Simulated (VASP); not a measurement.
Set up this calculation in VASP 6.6.1, as the native input.

- Task: single point
- Functional: PBE
- Potentials or basis: VASP PAW PBE potentials, release 64 (Hf_pv, Si, O)
- Cutoff: 600 eV
- k mesh: 6 × 6 × 2
- Occupations: gaussian, width 0.1 eV
- Spin: no spin polarisation
- Dipole correction: no
- Further INCAR settings: ALGO = Normal; EDIFF = 1e-06; NBANDS = 50

The structure of HfSiO4 lies in POSCAR:

```
HfSiO4
1.0
    4.6460377900      0.0000000000      0.0000000000
   -2.3230189000      4.0235867600      0.0000000000
    0.0000000000      0.0000000000      7.6054502900
Hf Si O
2 2 8
Direct
    0.3333333300      0.6666666700      0.4380000000
    0.6666666700      0.3333333300      0.9380000000
    0.3333333300      0.6666666700      0.0620000000
    0.6666666700      0.3333333300      0.5620000000
    0.3333333300      0.6666666700      0.2500000000
    0.6666666700      0.3333333300      0.7500000000
    0.5000000000      0.0000000000      0.0000000000
    0.5000000000      0.5000000000      0.5000000000
    0.0000000000      0.5000000000      0.0000000000
    0.5000000000      0.0000000000      0.5000000000
    0.5000000000      0.5000000000      0.0000000000
    0.0000000000      0.5000000000      0.5000000000
```

One way to write it, as run:

INCAR

```
PREC = Accurate ; ENCUT = 600
EDIFF = 1E-6 ; ISMEAR = 0
SIGMA = 0.1 ; LREAL = False
LASPH = True ; NELM = 120
ALGO = Normal ; ISIF = 2
LWAVE = False ; LCHARG = True
GGA = PE ; LELF = True
LVHAR = True ; NBANDS = 50
GGA_COMPAT = False
```

KPOINTS

```
regular mesh
0
Gamma
  6 6 2
```

Potentials or basis: VASP PAW PBE potentials, release 64 (Hf_pv, Si, O).

Command:

```console
$ cat potpaw_PBE.64/Hf_pv/POTCAR potpaw_PBE.64/Si/POTCAR potpaw_PBE.64/O/POTCAR > POTCAR
$ mpirun -np 1 vasp_std > vasp.out
```

It gave:

| Property | Result |
| --- | --- |
| Pressure | 308.9 GPa |
| Largest force | 43.268 eV/Å |
| Band gap on the k mesh | 2.63 eV (least direct gap 3.56 eV) |

Caveat: atoms lie so close that the PAW spheres overlap strongly, which falsifies energies and pressures; the cell stands under pressure; spin-orbit coupling is left out, which moves the levels of the heavy elements; forces of over 1 eV/Å act on the atoms, so gaps and moduli don't describe the material at rest.

It took 3.2 min on 1 thread of Intel(R) Xeon(R) Platinum 8488C (Sapphire Rapids) (shared host), peak memory 0.36 GiB.
